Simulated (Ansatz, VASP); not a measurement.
## One calculation of W, two programs

The input INCAR:

```
PREC = Accurate ; ENCUT = 520
EDIFF = 1E-7 ; ISMEAR = 0
SIGMA = 0.15 ; LREAL = False
LASPH = True ; NELM = 100
ALGO = Fast ; ISIF = 2
LWAVE = False ; LCHARG = False
GGA = PS ; NBANDS = 13
```

File KPOINTS:

```
Automatic mesh
0
Gamma
  20 20 20
```

POSCAR

```
W
1.0
   -1.5973000000      1.6721335050      1.6721335050
    1.5973000000     -1.5224664950      1.5224664950
    1.5973000000      1.5224664950     -1.5224664950
W
1
Direct
    0.0000000000      0.0000000000      0.0000000000
```

Input for Ansatz:

```yaml
crystal:
  lattice:
    - [-1.5973, 1.672133505, 1.672133505]
    - [1.5973, -1.522466495, 1.522466495]
    - [1.5973, 1.522466495, -1.522466495]
  atoms:
    - { symbol: W, position: [0.0, 0.0, 0.0] }
basis:
  ecutwfc: 420
kpoints:
  mp_grid: { grid: [20, 20, 20] }
hamiltonian:
  xc: pbesol
scf:
  occupations: { method: gaussian, width: 0.15 }
output:
  forces: true
  stress: true
  eigenvalues: true
```

Change from the starting cell: strain +0.0937 x Voigt [0, 0, 0, 1, 0, 0], atoms carried along.

Alike in both runs: task single point; functional PBEsol; k mesh 20 × 20 × 20; occupations gaussian, width 0.15 eV; no spin polarisation.

|  | VASP | Ansatz |
| --- | --- | --- |
| version | VASP 6.6.1 | Ansatz 0.2.0 |
| potentials or method | VASP PAW PBE potentials, release 64 (W_sv), cutoff 520 eV | scalar-relativistic, plane waves, PAW |
| valence electrons in the cell | 14 | 14 |

```csv
,VASP,Ansatz,Ansatz less VASP
gap on the k mesh at the Fermi level (eV),none,none,-
pressure (GPa),-8.7,-9.3,-0.54
"traceless stress, the component that is largest in VASP (GPa)",-13.06,-12.86,+0.201
```

VASP's potentials were made for PBE, not for PBEsol. A gap of «none» marks a metal or a gap that the smearing closes. The functional is the same, so the differences come from potentials, cutoffs and numerics.

Spin-orbit coupling is off throughout.
